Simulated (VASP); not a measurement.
# AlN (F-43m) in VASP: a series of runs

AlN is run at these levels: PBE, LDA; tasks: single point.

Everything below comes from runs of VASP 6.6.1. Logs are shortened: lines on timing, memory, paths and dates and some standing lists are left out, and cuts for length are marked.

## Step 1: The cell of the first run

It takes space group F-43m (No. 216, cubic). Conventional cell: a = 4.370 Å, b = 4.370 Å, c = 4.370 Å, α = 90.00°, β = 90.00°, γ = 90.00°. Within 2.5 Å of Al (site symmetry -43m) lie 4 N at 1.89 Å. N (site symmetry -43m) has 4 Al at 1.89 Å within 2.5 Å.

## Step 2: Single point, PBE

INCAR

```
ALGO     = Normal         # electronic algorithm
EDIFF    = 1E-6           # SCF threshold, eV
ENCUT    = 520            # plane-wave cutoff, eV
GGA      = PE             # functional
ISIF     = 2              # what is computed and relaxed
ISMEAR   = 0              # smearing method
LASPH    = True           # aspherical terms in the spheres
LCHARG   = False          # write CHGCAR
LREAL    = False          # projectors in reciprocal space
LWAVE    = False          # write WAVECAR
NBANDS   = 11             # bands
NELM     = 80             # most SCF steps
PREC     = Accurate       # precision mode
SIGMA    = 0.01           # smearing width, eV
```

KPOINTS

```
k-points
0
Gamma
  6 6 6
```

POSCAR

```
AlN
1.0
    0.0000000000      2.1848764218      2.1848764218
    2.1848764218      0.0000000000      2.1848764218
    2.1848764218      2.1848764218      0.0000000000
Al N
1 1
Direct
    0.0000000000      0.0000000000      0.0000000000
    0.2500000000      0.2500000000      0.2500000000
```

Potentials or basis: VASP PAW PBE potentials, release 64 (Al, N).

Run with:

```console
> cat potpaw_PBE.64/Al/POTCAR potpaw_PBE.64/N/POTCAR > POTCAR
> mpirun -np 1 vasp_std > vasp.out
```

OUTCAR:

```text
EDIFF = 1E-6
   ENCUT = 520
   GGA = PE
   ISIF = 2
   ISMEAR = 0
   LASPH = True
   LREAL = False
   NELM = 80
   PREC = Accurate

 ion  position               nearest neighbor table
   1  0.000  0.000  0.000-   2 1.89   2 1.89   2 1.89   2 1.89
   2  0.250  0.250  0.250-   1 1.89   1 1.89   1 1.89   1 1.89

  LATTYP: Found a face centered cubic cell.
 ALAT       =     4.3697528436

  Lattice vectors:

 A1 = (   0.0000000000,   2.1848764218,   2.1848764218)
 A2 = (   2.1848764218,   0.0000000000,   2.1848764218)
 A3 = (   2.1848764218,   2.1848764218,   0.0000000000)

Analysis of symmetry for initial positions (statically):
=====================================================================
 Subroutine PRICEL returns:
 Original cell was already a primitive cell.

 Routine SETGRP: Setting up the symmetry group for a
 face centered cubic supercell.

 Subroutine GETGRP returns: Found 24 space group operations
 (whereof 24 operations were pure point group operations)
 out of a pool of 48 trial point group operations.

The static configuration has the point symmetry T_d .

Analysis of symmetry for dynamics (positions and initial velocities):
=====================================================================
 Subroutine PRICEL returns:
 Original cell was already a primitive cell.

 Routine SETGRP: Setting up the symmetry group for a
 face centered cubic supercell.

 Subroutine GETGRP returns: Found 24 space group operations
 (whereof 24 operations were pure point group operations)
 out of a pool of 48 trial point group operations.

The dynamic configuration has the point symmetry T_d .

 Subroutine INISYM returns: Found 24 space group operations
 (whereof 24 operations are pure point group operations),
 and found     1 'primitive' translations

----------------------------------------------------------------------------------------

                                     Primitive cell

  volume of cell :      20.8598

  direct lattice vectors                    reciprocal lattice vectors
     0.000000000  2.184876422  2.184876422    -0.228845895  0.228845895  0.228845895
     2.184876422  0.000000000  2.184876422     0.228845895 -0.228845895  0.228845895
     2.184876422  2.184876422  0.000000000     0.228845895  0.228845895 -0.228845895

  length of vectors
     3.089881868  3.089881868  3.089881868     0.396372717  0.396372717  0.396372717

  position of ions in fractional coordinates (direct lattice)
     0.000000000  0.000000000  0.000000000
     0.250000000  0.250000000  0.250000000

  ion indices of the primitive-cell ions
   primitive index   ion index
                 1           1
                 2           2

----------------------------------------------------------------------------------------

 KPOINTS: k-points

Automatic generation of k-mesh.
 Grid dimensions read from file:
 generate k-points for:    6    6    6

 Generating k-lattice:

  Cartesian coordinates                     Fractional coordinates (reciprocal lattice)
    -0.038140982  0.038140982  0.038140982     0.166666667  0.000000000  0.000000000
     0.038140982 -0.038140982  0.038140982     0.000000000  0.166666667  0.000000000
     0.038140982  0.038140982 -0.038140982     0.000000000  0.000000000  0.166666667

  Length of vectors
     0.066062120  0.066062120  0.066062120

  Shift w.r.t. Gamma in fractional coordinates (k-lattice)
     0.000000000  0.000000000  0.000000000

 Subroutine IBZKPT returns following result:
 ===========================================

 Found     16 irreducible k-points:

 Following reciprocal coordinates:
            Coordinates               Weight
  0.000000  0.000000  0.000000      1.000000
  0.166667  0.000000  0.000000      8.000000
  0.333333  0.000000  0.000000      8.000000
  0.500000  0.000000  0.000000      4.000000
  0.166667  0.166667  0.000000      6.000000
  0.333333  0.166667  0.000000     24.000000
[... 8 lines left out ...]
 -0.333333  0.333333  0.166667     24.000000
 -0.333333  0.500000  0.166667     12.000000
   k-points           NKPTS =     16   k-points in BZ     NKDIM =     16   number of bands    NBANDS=     11
   number of dos      NEDOS =    301   number of ions     NIONS =      2
   total plane-waves  NPLWV =  13824
   dimension x,y,z NGX =    24 NGY =   24 NGZ =   24
   dimension x,y,z NGXF=    48 NGYF=   48 NGZF=   48
   ions per type =               1   1
   NGX,Y,Z   is equivalent  to a cutoff of  12.91, 12.91, 12.91 a.u.
   NGXF,Y,Z  is equivalent  to a cutoff of  25.83, 25.83, 25.83 a.u.
 SYSTEM =  unknown system
   PREC   = accura    normal or accurate (medium, high low for compatibility)
   ISTART =      0    job   : 0-new  1-cont  2-samecut
   ICHARG =      2    charge: 1-file 2-atom 10-const
   ISPIN  =      1    spin polarized calculation?
   LNONCOLLINEAR =      F non collinear calculations
   LSORBIT =      F    spin-orbit coupling
   LASPH  =      T    aspherical Exc in radial PAW
   ENCUT  =  520.0 eV  38.22 Ry    6.18 a.u.   5.75  5.75  5.75*2*pi/ulx,y,z
   NELM   =     80;   NELMIN=  2; NELMDL= -5     # of ELM steps
   EDIFF  = 0.1E-05   stopping-criterion for ELM
   LREAL  =      F    real-space projection
   EDIFFG = 0.1E-04   stopping-criterion for IOM
   NSW    =      0    number of steps for IOM
   IBRION =     -1    ionic relax: 0-MD 1-quasi-New 2-CG
   NFREE  =      0    steps in history (QN), initial steepest desc. (CG)
   ISIF   =      2    stress and relaxation
   ISYM   =      2    0-nonsym 1-usesym 2-fastsym
   POTIM  = 0.5000    time-step for ionic-motion
   TEBEG  =    0.0;   TEEND  =   0.0 temperature during run
   PSTRESS=    0.0 pullay stress
   NELECT =       8.0000    total number of electrons
   NUPDOWN=      -1.0000    fix difference up-down
   EMIN   =  10.00;   EMAX   =-10.00  energy-range for DOS
   EFERMI =   0.00;   METHOD = LEGACY
   ISMEAR =     0;   SIGMA  =   0.01  broadening in eV -4-tet -1-fermi 0-gaus
   EFERMI_NEDOS =   21; number of points for ismear=-14 and -15
   IALGO  =     38    algorithm
   IMIX   =      4    mixing-type and parameters
     AMIX     =   0.40;   BMIX     =  1.00
     AMIX_MAG =   1.60;   BMIX_MAG =  1.00
  volume/ion in A,a.u.               =      10.43        70.38
  Fermi-wavevector in a.u.,A,eV,Ry     =   1.189418  2.247675 19.248378  1.414716
  Thomas-Fermi vector in A             =   2.325526
   LORBIT       =      0    0 simple, 1 ext, 2 COOP (PROOUT), +10 PAW based schemes
   GGA     = PE    functional components
   LHFCALC =     F    Hartree Fock is set to
   AEXX    =    0.0000 exact exchange contribution
   IVDW    =     0    specifies the selected vdW correction
   LEPSILON=     F    determine dielectric tensor
   LRPA    =     F    only Hartree local field effects (RPA)
 non-spin polarized calculation
 Gauss-broadening in eV      SIGMA  =   0.01
  energy-cutoff  :      520.00
  volume of cell :       20.86
 maximum number of plane-waves:       588
   NGX = 11   NGY = 11   NGZ = 11

 number of electron       8.0000000 magnetization

 Free energy of the ion-electron system (eV)
  ---------------------------------------------------
  ext. energy  EPLUGINS =         0.00000000
  ---------------------------------------------------
  free energy    TOTEN  =       -14.83935722 eV

  energy without entropy =      -14.83935722  energy(sigma->0) =      -14.83935722

 E-fermi :   6.0030     XC(G=0): -10.9278

 val. band max:        5.9609189508   @ k =   0.0000   0.0000   0.0000
 cond. band min:       9.2760870939   @ k =   0.5000   0.5000   0.0000
 fundamental gap:      3.3151681431
 Fermi energy:         6.0029728692

 k-point     1 :       0.0000    0.0000    0.0000
  band No.  band energies     occupation
      1      -9.0133      2.00000
      2       5.9609      2.00000
      3       5.9609      2.00000
      4       5.9609      2.00000
      5      10.1452      0.00000
      6      18.5073      0.00000
      7      18.5073      0.00000
      8      18.5073      0.00000
      9      23.6379      0.00000
     10      23.6379      0.00000
     11      25.0376      0.00000

 k-point     2 :       0.1667    0.0000    0.0000
  band No.  band energies     occupation
      1      -8.6163      2.00000
      2       4.1088      2.00000
      3       5.8288      2.00000
      4       5.8288      2.00000
      5      11.5669      0.00000
      6      17.5962      0.00000
      7      18.6741      0.00000
      8      18.6741      0.00000
      9      21.8367      0.00000
     10      21.8367      0.00000
     11      23.6097      0.00000

 k-point     3 :       0.3333    0.0000    0.0000
  band No.  band energies     occupation
      1      -7.6318      2.00000
      2       1.4152      2.00000
      3       5.5899      2.00000
      4       5.5899      2.00000
      5      12.9587      0.00000
      6      16.3510      0.00000
      7      17.6826      0.00000
      8      17.6826      0.00000
      9      23.2856      0.00000
     10      23.4731      0.00000
     11      23.4731      0.00000

 k-point     4 :       0.5000    0.0000    0.0000
  band No.  band energies     occupation
      1      -6.9684      2.00000
      2       0.1111      2.00000
      3       5.4813      2.00000
      4       5.4813      2.00000
      5      13.3280      0.00000
      6      15.8166      0.00000
      7      17.0979      0.00000
      8      17.0979      0.00000
      9      23.9308      0.00000
     10      26.0423      0.00000
     11      26.0423      0.00000
[... 127 lines left out ...]
 k-point    14 :       0.5000    0.3333    0.1667
  band No.  band energies     occupation
      1      -6.9318      2.00000
      2       1.6495      2.00000
      3       3.6461      2.00000
      4       4.7439      2.00000
      5      12.3871      0.00000
      6      16.4101      0.00000
      7      16.8343      0.00000
      8      19.4417      0.00000
      9      21.6955      0.00000
     10      25.9010      0.00000
     11      29.0456      0.00000

 k-point    15 :      -0.3333    0.3333    0.1667
  band No.  band energies     occupation
      1      -6.4713      2.00000
      2       1.3399      2.00000
      3       3.0304      2.00000
      4       4.3152      2.00000
      5      12.4477      0.00000
      6      16.0283      0.00000
      7      18.0031      0.00000
      8      19.0484      0.00000
      9      22.7787      0.00000
     10      24.5449      0.00000
     11      29.9668      0.00000

 k-point    16 :      -0.3333    0.5000    0.1667
  band No.  band energies     occupation
      1      -6.2922      2.00000
      2       1.6507      2.00000
      3       3.1840      2.00000
      4       3.4619      2.00000
      5      11.2053      0.00000
      6      16.2658      0.00000
      7      18.9328      0.00000
      8      18.9693      0.00000
      9      22.5182      0.00000
     10      26.1621      0.00000
     11      30.5119      0.00000

------------------------ aborting loop because EDIFF is reached ----------------------------------------

  FORCE on cell =-STRESS in cart. coord.  units (eV):
  Direction    XX          YY          ZZ          XY          YZ          ZX
  --------------------------------------------------------------------------------------
  -------------------------------------------------------------------------------------
  Total        0.5628923      0.5628923      0.5628923      0.0000000      0.0000000      0.0000000
  in kB       43.2339805     43.2339805     43.2339805      0.0000000      0.0000000      0.0000000
  external PRESSURE =      43.2339805 kB  Pullay stress =       0.0000000 kB

 VOLUME and BASIS-vectors are now :
 -----------------------------------------------------------------------------
  energy-cutoff  :      520.00
  volume of cell :       20.86
      direct lattice vectors                 reciprocal lattice vectors
     0.000000000  2.184876422  2.184876422    -0.228845895  0.228845895  0.228845895
     2.184876422  0.000000000  2.184876422     0.228845895 -0.228845895  0.228845895
     2.184876422  2.184876422  0.000000000     0.228845895  0.228845895 -0.228845895

 POSITION                                       TOTAL-FORCE (eV/Angst)
 -----------------------------------------------------------------------------------
      0.00000      0.00000      0.00000        -0.000000      0.000000     -0.000000
      1.09244      1.09244      1.09244         0.000000     -0.000000      0.000000
 -----------------------------------------------------------------------------------
    total drift:                                0.000000      0.000000      0.000000

  FREE ENERGIE OF THE ION-ELECTRON SYSTEM (eV)
  ---------------------------------------------------
  free  energy   TOTEN  =       -14.8393572218 eV

  energy  without entropy=      -14.8393572218  energy(sigma->0) =      -14.83935722
```

Wall time 3.6 s (1 thread of Intel Xeon 6975P-C, shared host); peak memory 0.13 GiB.

Results:

```
Free energy            : -14.8394 eV
Pressure               : 4.3 GPa
Band gap on the k mesh : 3.32 eV, indirect (least direct gap 4.18 eV)
```

A k mesh can miss the band edges. Expect the measured gap to be larger: semilocal functionals such as PBE lack the derivative discontinuity.

## Step 3: Single point, LDA

INCAR

```
SYSTEM = AlN
PREC = Accurate ; ENCUT = 520
EDIFF = 1E-6 ; ISMEAR = 0
SIGMA = 0.01 ; LREAL = .False.
LASPH = .True. ; NELM = 80
ALGO = Normal ; ISIF = 2
LWAVE = .False. ; LCHARG = .True.
LELF = .True. ; LVHAR = .True.
NBANDS = 11
```

KPOINTS

```
Automatic mesh
0
Gamma
  6 6 6
  0 0 0
```

POSCAR is that of step 2.

Potentials or basis: VASP PAW LDA potentials, release 64 (Al, N).

Run with:

```console
> cat potpaw_LDA.64/Al/POTCAR potpaw_LDA.64/N/POTCAR > POTCAR
> mpirun -np 1 vasp_std > vasp.out
```

Run time: 2.8 s. Hardware: 1 thread of Intel Xeon 6975P-C, shared host; peak memory 0.12 GiB.

The run converged. Its results:

```yaml
Free_energy: -16.3705 eV
Pressure: -3.3 GPa
Band_gap_on_the_k_mesh: 3.22 eV, indirect (least direct gap 4.22 eV)
```

Levels at points of the mesh, in eV from the valence-band top:
| k point | band 1 | band 2 | band 3 | band 4 | band 5 | band 6 | band 7 | band 8 | band 9 |
| --- | --- | --- | --- | --- | --- | --- | --- | --- | --- |
| (0.00, 0.00, 0.00) | -14.82 | 0.00 | 0.00 | 0.00 | 4.22 | 12.32 | 12.32 | 12.32 | 17.51 |
| (0.50, 0.00, 0.00) | -12.70 | -5.91 | -0.49 | -0.49 | 7.26 | 9.76 | 10.95 | 10.95 | 17.72 |
| (0.50, 0.50, 0.00) | -12.04 | -4.95 | -1.79 | -1.79 | 3.22 | 8.40 | 13.73 | 15.47 | 15.47 |

A k mesh can miss the band edges.

## Step 4: Single point, PBE

INCAR

```
SYSTEM = AlN
PREC = Accurate
ENCUT = 520
EDIFF = 1E-7
ISMEAR = 0
SIGMA = 0.01
LREAL = .FALSE.
LASPH = .TRUE.
NELM = 100
ALGO = Normal
ISIF = 2
LWAVE = .FALSE.
LCHARG = .TRUE.
GGA = PE
LELF = .TRUE.
LVHAR = .TRUE.
NBANDS = 11
```

KPOINTS

```
regular mesh
0
G
  8 8 8
  0 0 0
```

POSCAR is that of step 3.

Potentials or basis: VASP PAW PBE potentials, release 64 (Al, N).

Run with:

```console
> cat potpaw_PBE.64/Al/POTCAR potpaw_PBE.64/N/POTCAR > POTCAR
> mpirun -np 1 vasp_std > vasp.out
```

Run time: 5.7 s. Hardware: 1 thread of Intel Xeon 6975P-C, shared host; peak memory 0.13 GiB.

It converged, with:

```
Free energy            : -14.8410 eV
Pressure               : 4.3 GPa
Band gap on the k mesh : 3.32 eV, indirect (least direct gap 4.19 eV)
```

Levels at points of the mesh, in eV from the valence-band top:
```tsv
k point	band 1	band 2	band 3	band 4	band 5	band 6	band 7	band 8
(0.00, 0.00, 0.00)	-14.97	0.00	0.00	0.00	4.19	12.55	12.55	12.55
(0.50, 0.00, 0.00)	-12.93	-5.85	-0.48	-0.48	7.37	9.86	11.14	11.14
(0.50, 0.50, 0.00)	-12.30	-4.90	-1.77	-1.77	3.32	8.61	13.94	15.72
```

A k mesh can miss the band edges. A hybrid or GW would open this gap; PBE tends to underestimate it.

## Step 5: Overview

| level | potentials or basis | k mesh | gap on the mesh (eV) | pressure (GPa) |
| --- | --- | --- | --- | --- |
| PBE | VASP PAW PBE potentials, release 64 (Al, N) | 6 × 6 × 6 | 3.32 | 4.3 |
| LDA | VASP PAW LDA potentials, release 64 (Al, N) | 6 × 6 × 6 | 3.22 | -3.3 |
| PBE | VASP PAW PBE potentials, release 64 (Al, N) | 8 × 8 × 8 | 3.32 | 4.3 |

Alike in all rows: task single point; no spin polarisation; cell as given; cutoff (eV) 520; smearing gaussian 0.01 eV.

Total energies depend on the potentials used, so only differences within one code and one set of settings carry meaning.
